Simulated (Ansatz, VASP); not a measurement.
# Ge: VASP beside Ansatz

Contents of INCAR:

```
SYSTEM = Ge
PREC = Accurate
ENCUT = 500
EDIFF = 1E-6
ISMEAR = 0
SIGMA = 0.1
LREAL = .False.
LASPH = .True.
NELM = 120
ALGO = Normal
ISIF = 2
LWAVE = .False.
LCHARG = .False.
GGA = CA
NBANDS = 13
GGA_COMPAT = .False.
```

File KPOINTS:

```
Automatic mesh
0
Gamma
  8 8 6
  0 0 0
```

The input POSCAR:

```
Ge
1.0
    1.3971490000     -2.6005160000      0.0000000000
    1.3971490000      2.6005160000      0.0000000000
    0.0000000000      0.0000000000      2.6982310000
Ge
1
Direct
    0.5000000000      0.5000000000      0.0000000000
```

Input for Ansatz:

```yaml
crystal:
  lattice:
    - [1.397149, -2.600516, 0.0]
    - [1.397149, 2.600516, 0.0]
    - [0.0, 0.0, 2.698231]
  atoms:
    - { symbol: Ge, position: [0.5, 0.5, 0.0] }
basis:
  ecutwfc: 420
kpoints:
  mp_grid: { grid: [8, 8, 6] }
hamiltonian:
  xc: lda
scf:
  occupations: { method: gaussian, width: 0.1 }
output:
  forces: true
  stress: true
  eigenvalues: true
```

Alike in both runs: task single point; functional LDA; k mesh 8 × 8 × 6; occupations gaussian, width 0.1 eV; no spin polarisation.

```csv
,VASP,Ansatz
version,VASP 6.6.1,Ansatz 0.2.0
potentials or method,"VASP PAW LDA potentials, release 64 (Ge_d), cutoff 500 eV","scalar-relativistic, plane waves, PAW"
valence electrons in the cell,14,14
```

|  | VASP | Ansatz | Ansatz less VASP |
| --- | --- | --- | --- |
| gap on the k mesh at the Fermi level (eV) | none | none | - |
| pressure (GPa) | -6.8 | -6.7 | +0.16 |
| traceless stress, the component that is largest in VASP (GPa) | 5.43 | 5.36 | -0.072 |

LDA's correlation is that of Perdew and Zunger in VASP and of Perdew and Wang (1992) in Ansatz. A gap of «none» marks a metal or a gap that the smearing closes.

The k mesh is coarse, so the values compare programs but aren't converged.
